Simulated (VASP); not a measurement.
# GaSb (I-4m2) in VASP: notebook

GaSb is run at these levels: PBEsol; tasks: single point.

Everything below comes from runs of VASP 6.6.1. Logs are shortened: lines on timing, memory, paths and dates and some standing lists are left out, and cuts for length are marked.

### 1 The cell of the first run

It takes space group I-4m2 (No. 119, tetragonal). Conventional cell: a = 5.232 Å, b = 5.232 Å, c = 3.525 Å, α = 90.00°, β = 90.00°, γ = 90.00°. Within 3.6 Å of Ga (site symmetry -4m2) lie 4 Sb at 2.76 Å and 2 Ga at 3.53 Å. Sb (site symmetry -4m2) has 4 Ga at 2.76 Å and 2 Sb at 3.53 Å within 3.6 Å.

### 2 Single point, PBEsol

File INCAR:

```
SYSTEM = GaSb
ALGO = Normal
EDIFF = 1E-6
ENCUT = 520
GGA = PS
ISIF = 2
ISMEAR = 0
LASPH = .TRUE.
LCHARG = .TRUE.
LELF = .TRUE.
LREAL = .FALSE.
LVHAR = .TRUE.
LWAVE = .FALSE.
NBANDS = 16
NELM = 100
PREC = Accurate
SIGMA = 0.05
```

File KPOINTS:

```
k-points
0
G
  8 8 8
  0 0 0
```

File POSCAR:

```
GaSb
1.0
   -2.6157623000      2.6157623000      1.7625562327
    2.6157623000     -2.6157623000      1.7625562327
    2.6157623000      2.6157623000     -1.7625562327
Ga Sb
1 1
Direct
    0.2500000000      0.7500000000      0.5000000000
    0.0000000000      0.0000000000      0.0000000000
```

Potentials or basis: VASP PAW PBE potentials, release 64 (Ga_d, Sb).

On the command line:

```console
cat potpaw_PBE.64/Ga_d/POTCAR potpaw_PBE.64/Sb/POTCAR > POTCAR
mpirun -np 1 vasp_std > vasp.out
```

OUTCAR:

```text
SYSTEM = GaSb
   EDIFF = 1E-6
   ENCUT = 520
   GGA = PS
   ISIF = 2
   ISMEAR = 0
   LASPH = .TRUE.
   LREAL = .FALSE.
   NELM = 100
   PREC = Accurate

 ion  position               nearest neighbor table
   1  0.250  0.750  0.500-   2 2.76   2 2.76   2 2.76   2 2.76
   2  0.000  0.000  0.000-   1 2.76   1 2.76   1 2.76   1 2.76

  LATTYP: Found a body centered tetragonal cell.
 ALAT       =     5.2315246000
 C/A-ratio  =     0.6738212538

  Lattice vectors:

 A1 = (  -2.6157623000,   2.6157623000,   1.7625562327)
 A2 = (   2.6157623000,  -2.6157623000,   1.7625562327)
 A3 = (   2.6157623000,   2.6157623000,  -1.7625562327)

Analysis of symmetry for initial positions (statically):
=====================================================================
 Subroutine PRICEL returns:
 Original cell was already a primitive cell.

 Routine SETGRP: Setting up the symmetry group for a
 body centered tetragonal supercell.

 Subroutine GETGRP returns: Found  8 space group operations
 (whereof  8 operations were pure point group operations)
 out of a pool of 16 trial point group operations.

The static configuration has the point symmetry D_2d.

Analysis of symmetry for dynamics (positions and initial velocities):
=====================================================================
 Subroutine PRICEL returns:
 Original cell was already a primitive cell.

 Routine SETGRP: Setting up the symmetry group for a
 body centered tetragonal supercell.

 Subroutine GETGRP returns: Found  8 space group operations
 (whereof  8 operations were pure point group operations)
 out of a pool of 16 trial point group operations.

The dynamic configuration has the point symmetry D_2d.

 Subroutine INISYM returns: Found  8 space group operations
 (whereof  8 operations are pure point group operations),
 and found     1 'primitive' translations

----------------------------------------------------------------------------------------

                                     Primitive cell

  volume of cell :      48.2391

  direct lattice vectors                    reciprocal lattice vectors
    -2.615762300  2.615762300  1.762556233     0.000000000  0.191148867  0.283678892
     2.615762300 -2.615762300  1.762556233     0.191148867  0.000000000  0.283678892
     2.615762300  2.615762300 -1.762556233     0.191148867  0.191148867  0.000000000

  length of vectors
     4.097685846  4.097685846  4.097685846     0.342069589  0.342069589  0.270325320

  position of ions in fractional coordinates (direct lattice)
     0.250000000  0.750000000  0.500000000
     0.000000000  0.000000000  0.000000000

[... 77 lines left out ...]
   LREAL  =      F    real-space projection
   EDIFFG = 0.1E-04   stopping-criterion for IOM
   NSW    =      0    number of steps for IOM
   IBRION =     -1    ionic relax: 0-MD 1-quasi-New 2-CG
   NFREE  =      0    steps in history (QN), initial steepest desc. (CG)
   ISIF   =      2    stress and relaxation
   ISYM   =      2    0-nonsym 1-usesym 2-fastsym
   POTIM  = 0.5000    time-step for ionic-motion
   TEBEG  =    0.0;   TEEND  =   0.0 temperature during run
   PSTRESS=    0.0 pullay stress
   NELECT =      18.0000    total number of electrons
   NUPDOWN=      -1.0000    fix difference up-down
   EMIN   =  10.00;   EMAX   =-10.00  energy-range for DOS
   EFERMI =   0.00;   METHOD = LEGACY
   ISMEAR =     0;   SIGMA  =   0.05  broadening in eV -4-tet -1-fermi 0-gaus
   EFERMI_NEDOS =   21; number of points for ismear=-14 and -15
   IALGO  =     38    algorithm
   IMIX   =      4    mixing-type and parameters
     AMIX     =   0.40;   BMIX     =  1.00
     AMIX_MAG =   1.60;   BMIX_MAG =  1.00
  volume/ion in A,a.u.               =      24.12       162.77
  Fermi-wavevector in a.u.,A,eV,Ry     =   1.178598  2.227228 18.899772  1.389094
  Thomas-Fermi vector in A             =   2.314924
   LORBIT       =      0    0 simple, 1 ext, 2 COOP (PROOUT), +10 PAW based schemes
   GGA     = PS    functional components
   LHFCALC =     F    Hartree Fock is set to
   AEXX    =    0.0000 exact exchange contribution
   IVDW    =     0    specifies the selected vdW correction
   LEPSILON=     F    determine dielectric tensor
   LRPA    =     F    only Hartree local field effects (RPA)
 non-spin polarized calculation
 Gauss-broadening in eV      SIGMA  =   0.05
  energy-cutoff  :      520.00
  volume of cell :       48.24
 maximum number of plane-waves:      1314
   NGX = 15   NGY = 15   NGZ = 15

 number of electron      17.9999993 magnetization

 Free energy of the ion-electron system (eV)
  ---------------------------------------------------
  ext. energy  EPLUGINS =         0.00000000
  ---------------------------------------------------
  free energy    TOTEN  =        -7.76794748 eV

  energy without entropy =       -7.76709418  energy(sigma->0) =       -7.76752083

 E-fermi :   6.3367     XC(G=0): -10.3325

 val. band max:        6.2954791021   @ k =  -0.1250  -0.2500   0.1250
 cond. band min:       6.3452481002   @ k =  -0.3750   0.3750   0.0000
 fundamental gap:      0.0497689981
 Fermi energy:         6.3366909420

 k-point     1 :       0.0000    0.0000    0.0000
  band No.  band energies     occupation
      1      -8.5217      2.00000
      2      -8.4718      2.00000
      3      -8.4702      2.00000
      4      -8.4702      2.00000
      5      -8.4585      2.00000
      6      -5.5694      2.00000
[... 433 lines left out ...]
      3      -8.4820      2.00000
      4      -8.4534      2.00000
      5      -8.4374      2.00000
      6      -2.4759      2.00000
[... 8 lines left out ...]
     15      15.9732      0.00000
     16      16.4531      0.00000

 [... further k-points ...]

------------------------ aborting loop because EDIFF is reached ----------------------------------------

  FORCE on cell =-STRESS in cart. coord.  units (eV):
  Direction    XX          YY          ZZ          XY          YZ          ZX
  --------------------------------------------------------------------------------------
  -------------------------------------------------------------------------------------
  Total        0.1154211      0.1154211     -1.0951940      0.0000000     -0.0000000      0.0000000
  in kB        3.8335056      3.8335056    -36.3749259      0.0000000     -0.0000000      0.0000000
  external PRESSURE =      -9.5693049 kB  Pullay stress =       0.0000000 kB

 VOLUME and BASIS-vectors are now :
 -----------------------------------------------------------------------------
  energy-cutoff  :      520.00
  volume of cell :       48.24
      direct lattice vectors                 reciprocal lattice vectors
    -2.615762300  2.615762300  1.762556233     0.000000000  0.191148867  0.283678892
     2.615762300 -2.615762300  1.762556233     0.191148867  0.000000000  0.283678892
     2.615762300  2.615762300 -1.762556233     0.191148867  0.191148867  0.000000000

 POSITION                                       TOTAL-FORCE (eV/Angst)
 -----------------------------------------------------------------------------------
      2.61576      0.00000      0.88128         0.000000      0.000000      0.000000
      0.00000      0.00000      0.00000        -0.000000     -0.000000     -0.000000
 -----------------------------------------------------------------------------------
    total drift:                                0.000000     -0.000000      0.000000

  FREE ENERGIE OF THE ION-ELECTRON SYSTEM (eV)
  ---------------------------------------------------
  free  energy   TOTEN  =        -7.7679474775 eV

  energy  without entropy=       -7.7670941790  energy(sigma->0) =       -7.76752083
```

stdout:

```text
POSCAR found type information on POSCAR GaSb
 POSCAR found :  2 types and       2 ions
 scaLAPACK will be used
 -----------------------------------------------------------------------------
|                                                                             |
|                                                                             |
|     You enforced a specific xc type in the INCAR file but a different       |
|     I HOPE YOU KNOW WHAT YOU ARE DOING!                                     |
|                                                                             |
 -----------------------------------------------------------------------------

 LDA part: xc-table for (Slater+PW92), standard interpolation
 POSCAR, INCAR and KPOINTS ok, starting setup
 FFT: planning ... GRIDC
 FFT: planning ... GRID_SOFT
 FFT: planning ... GRID
 WAVECAR not read
 entering main loop
```

Run time: 16 s. Hardware: 1 thread of Intel Xeon 6975P-C (Granite Rapids), shared host; peak memory 0.2 GiB.

What came out:

```yaml
Free_energy: -7.7679 eV
Pressure: -1.0 GPa
Band_gap_on_the_k_mesh: zero (band 9 reaches 8.25 eV, above the bottom of band 10 at 4.11 eV)
```

Levels at points of the mesh, in eV from the Fermi level:
```
           k point  band 6  band 7  band 8  band 9  band 10  band 11  band 12  band 13
(0.00, 0.00, 0.00)  -11.91   -1.48   -1.24   -1.24     3.30     4.11     5.67     6.98
(0.50, 0.00, 0.00)   -8.98   -5.99   -1.94   -1.93    -0.79     2.39     3.80     5.77
(0.50, 0.50, 0.00)  -10.08   -7.89    0.50    1.29     3.35     3.42     4.07     5.05
(0.50, 0.50, 0.50)   -8.61   -5.43   -4.77   -4.77     1.30     2.69    10.99    10.99
```

Caveat: the PAW data sets were made with another functional, which shifts forces and pressure a little; spin-orbit coupling is left out, which moves the levels of the heavy elements.

### 3 Single point, PBEsol

File INCAR:

```
PREC = Accurate
ENCUT = 520
EDIFF = 1E-6
ISMEAR = 0
SIGMA = 0.05
LREAL = False
LASPH = True
NELM = 80
ALGO = Normal
ISIF = 2
LWAVE = False
LCHARG = False
GGA = PS
NBANDS = 16
```

File KPOINTS:

```
Automatic mesh
0
Gamma
  8 8 8
```

File POSCAR:

```
GaSb
1.0
   -2.6845981500      2.6845981500      1.6733275477
    2.6845981500     -2.6845981500      1.6733275477
    2.6845981500      2.6845981500     -1.6733275477
Ga Sb
1 1
Direct
    0.2500000000      0.7500000000      0.5000000000
    0.0000000000      0.0000000000      0.0000000000
```

Potentials or basis: VASP PAW PBE potentials, release 64 (Ga_d, Sb).

On the command line:

```console
cat potpaw_PBE.64/Ga_d/POTCAR potpaw_PBE.64/Sb/POTCAR > POTCAR
mpirun -np 1 vasp_std > vasp.out
```

Run time: 12 s. Hardware: 1 thread of Intel Xeon 6975P-C (Granite Rapids), shared host; peak memory 0.2 GiB.

The run converged. Its results:

```yaml
Free_energy: -7.8447 eV
Pressure: -1.8 GPa
Band_gap_on_the_k_mesh: zero (band 9 reaches 8.48 eV, above the bottom of band 10 at 4.22 eV)
```

Stress tensor (GPa, compression positive):
```
-0.20  0.00  0.00
 0.00 -0.20  0.00
 0.00  0.00 -5.10
```

Levels at points of the mesh, in eV from the Fermi level:
```csv
k point,band 5,band 6,band 7,band 8,band 9,band 10,band 11,band 12,band 13,band 14
"(0.00, 0.00, 0.00)",-14.82,-11.94,-2.24,-1.57,-1.57,3.70,4.03,6.47,7.23,7.23
"(0.50, 0.00, 0.00)",-14.79,-8.70,-5.83,-2.25,-1.76,-1.02,2.32,3.47,5.36,8.54
"(0.50, 0.50, 0.00)",-14.80,-10.29,-7.99,0.31,1.72,2.75,2.88,3.96,5.58,7.40
"(0.50, 0.50, 0.50)",-14.79,-8.97,-5.69,-4.91,-4.91,2.24,3.69,10.86,10.86,12.26
```

Caveat: the PAW data sets were made with another functional, which shifts forces and pressure a little; spin-orbit coupling is left out, which moves the levels of the heavy elements.

### 4 Single point, PBEsol

This run uses another cell than the first one, of the same volume but with other edges.

File INCAR:

```
SYSTEM = GaSb
ALGO = Normal
EDIFF = 1E-6
ENCUT = 520
GGA = PS
ISIF = 2
ISMEAR = 0
LASPH = .True.
LCHARG = .False.
LREAL = .False.
LWAVE = .False.
NBANDS = 16
NELM = 60
PREC = Accurate
SIGMA = 0.05
```

File KPOINTS:

```
k-points
0
Gamma
  8 8 8
  0 0 0
```

File POSCAR:

```
GaSb
1.0
   -2.7534340000      2.7534340000      1.5907070000
    2.7534340000     -2.7534340000      1.5907070000
    2.7534340000      2.7534340000     -1.5907070000
Ga Sb
1 1
Direct
    0.2500000000      0.7500000000      0.5000000000
    0.0000000000      0.0000000000      0.0000000000
```

On the command line:

```console
cat potpaw_PBE.64/Ga_d/POTCAR potpaw_PBE.64/Sb/POTCAR > POTCAR
mpirun -np 1 vasp_std > vasp.out
```

Wall time 12 s (1 thread of Intel Xeon 6975P-C (Granite Rapids), shared host); peak memory 0.2 GiB.

It converged, with:

```yaml
Free_energy: -7.8764 eV
Pressure: -2.8 GPa
Band_gap_on_the_k_mesh: zero (band 9 reaches 8.19 eV, above the bottom of band 10 at 4.37 eV)
```

Stress tensor (GPa, compression positive):
```
-3.24  0.00  0.00
 0.00 -3.24  0.00
 0.00  0.00 -1.90
```

Levels at points of the mesh, in eV from the Fermi level:
```
           k point  band 5  band 6  band 7  band 8  band 9  band 10  band 11  band 12  band 13  band 14
(0.00, 0.00, 0.00)  -14.80  -11.94   -2.95   -1.85   -1.85     3.40     5.02     7.10     7.10     7.45
(0.50, 0.00, 0.00)  -14.77   -8.30   -5.61   -2.43   -1.48    -1.16     2.39     3.27     5.12     8.04
(0.50, 0.50, 0.00)  -14.79  -10.46   -8.04    0.03    1.79     2.14     2.34     4.55     6.50     8.40
(0.50, 0.50, 0.50)  -14.79   -9.29   -5.94   -4.96   -4.96     3.44     4.91    10.36    10.36    12.56
```

Caveat: the PAW data sets were made with another functional, which shifts forces and pressure a little; spin-orbit coupling is left out, which moves the levels of the heavy elements.

### 5 Single point, PBEsol

This run uses another cell than the first one, of the same volume but with other edges.

File INCAR:

```
PREC = Accurate ; ENCUT = 520
EDIFF = 1E-6 ; ISMEAR = 0
SIGMA = 0.05 ; LREAL = False
LASPH = True ; NELM = 100
ALGO = Normal ; ISIF = 2
LWAVE = False ; LCHARG = False
GGA = PS ; NBANDS = 16
```

File KPOINTS:

```
Automatic mesh
0
Gamma
  8 8 8
```

File POSCAR:

```
GaSb
1.0
   -2.8222698500      2.8222698500      1.5140578227
    2.8222698500     -2.8222698500      1.5140578227
    2.8222698500      2.8222698500     -1.5140578227
Ga Sb
1 1
Direct
    0.2500000000      0.7500000000      0.5000000000
    0.0000000000      0.0000000000      0.0000000000
```

On the command line:

```console
cat potpaw_PBE.64/Ga_d/POTCAR potpaw_PBE.64/Sb/POTCAR > POTCAR
mpirun -np 1 vasp_std > vasp.out
```

Wall time 13 s (1 thread of Intel Xeon 6975P-C (Granite Rapids), shared host); peak memory 0.2 GiB.

Results (log left out):

```yaml
Free_energy: -7.8145 eV
Pressure: -3.0 GPa
Band_gap_on_the_k_mesh: zero (band 9 reaches 7.90 eV, above the bottom of band 10 at 4.37 eV)
```

Stress tensor (GPa, compression positive):
```
-5.14  0.00  0.00
 0.00 -5.14  0.00
 0.00  0.00  1.39
```

Levels at points of the mesh, in eV from the Fermi level:
| k point | band 5 | band 6 | band 7 | band 8 | band 9 | band 10 | band 11 | band 12 | band 13 | band 14 |
| --- | --- | --- | --- | --- | --- | --- | --- | --- | --- | --- |
| (0.00, 0.00, 0.00) | -14.71 | -11.94 | -3.61 | -2.09 | -2.09 | 3.19 | 6.18 | 6.64 | 6.64 | 8.56 |
| (0.50, 0.00, 0.00) | -14.67 | -7.83 | -5.39 | -2.51 | -1.22 | -1.11 | 2.54 | 3.18 | 5.00 | 7.66 |
| (0.50, 0.50, 0.00) | -14.70 | -10.64 | -8.05 | -0.31 | 1.54 | 1.60 | 1.84 | 5.64 | 7.72 | 9.52 |
| (0.50, 0.50, 0.50) | -14.70 | -9.64 | -6.15 | -4.98 | -4.98 | 4.80 | 6.33 | 9.56 | 9.56 | 12.75 |

Caveat: the PAW data sets were made with another functional, which shifts forces and pressure a little; spin-orbit coupling is left out, which moves the levels of the heavy elements.

### 6 Single point, PBEsol

This run uses another cell than the first one, of the same volume but with other edges.

File INCAR:

```
PREC = Accurate ; ENCUT = 520
EDIFF = 1E-6 ; ISMEAR = 0
SIGMA = 0.05 ; LREAL = F
LASPH = T ; NELM = 80
ALGO = Normal ; ISIF = 2
LWAVE = F ; LCHARG = F
GGA = PS ; NBANDS = 16
```

KPOINTS is that of step 5.

File POSCAR:

```
GaSb
1.0
   -2.8911057000      2.8911057000      1.4428181406
    2.8911057000     -2.8911057000      1.4428181406
    2.8911057000      2.8911057000     -1.4428181406
Ga Sb
1 1
Direct
    0.2500000000      0.7500000000      0.5000000000
    0.0000000000      0.0000000000      0.0000000000
```

Potentials or basis: VASP PAW PBE potentials, release 64 (Ga_d, Sb).

On the command line:

```console
cat potpaw_PBE.64/Ga_d/POTCAR potpaw_PBE.64/Sb/POTCAR > POTCAR
mpirun -np 1 vasp_std > vasp.out
```

Run time: 13 s. Hardware: 1 thread of Intel Xeon 6975P-C (Granite Rapids), shared host; peak memory 0.2 GiB.

It converged, with:

- Free energy: -7.6908 eV
- Pressure: -2.0 GPa
- Band gap on the k mesh: zero (band 9 reaches 7.25 eV, above the bottom of band 10 at 4.44 eV)

Stress tensor (GPa, compression positive):
```
-5.65  0.00  0.00
 0.00 -5.65  0.00
 0.00  0.00  5.26
```

Levels at points of the mesh, in eV from the Fermi level:
```tsv
k point	band 7	band 8	band 9	band 10	band 11	band 12
(0.00, 0.00, 0.00)	-4.34	-2.44	-2.44	2.91	5.94	5.94
(0.50, 0.00, 0.00)	-5.37	-2.59	-1.33	-0.78	2.65	3.07
(0.50, 0.50, 0.00)	-8.16	-0.81	0.85	1.23	1.26	6.86
(0.50, 0.50, 0.50)	-6.45	-5.09	-5.09	6.19	7.75	8.52
```

Caveat: the PAW data sets were made with another functional, which shifts forces and pressure a little; spin-orbit coupling is left out, which moves the levels of the heavy elements.

### 7 Summary

```tsv
cell	gap on the mesh (eV)	pressure (GPa)
a = 4.098 Å, angles 100.7, 100.7, 129.0°, 2 atoms	none	-1.0
a = 4.149 Å, angles 99.4, 99.4, 132.4°, 2 atoms	none	-1.8
a = 4.206 Å, angles 98.2, 98.2, 135.6°, 2 atoms	none	-2.8
a = 4.269 Å, angles 97.2, 97.2, 138.5°, 2 atoms	none	-3.0
a = 4.336 Å, angles 96.4, 96.4, 141.1°, 2 atoms	none	-2.0
```

Alike in all rows: task single point; level PBEsol; potentials or basis VASP PAW PBE potentials, release 64 (Ga_d, Sb); no spin polarisation; k mesh 8 × 8 × 8; cutoff (eV) 520; smearing gaussian 0.05 eV.

Caveats: the PAW data sets were made with another functional, which shifts forces and pressure a little; spin-orbit coupling is left out, which moves the levels of the heavy elements.

Total energies depend on the potentials used, so only differences within one code and one set of settings carry meaning.
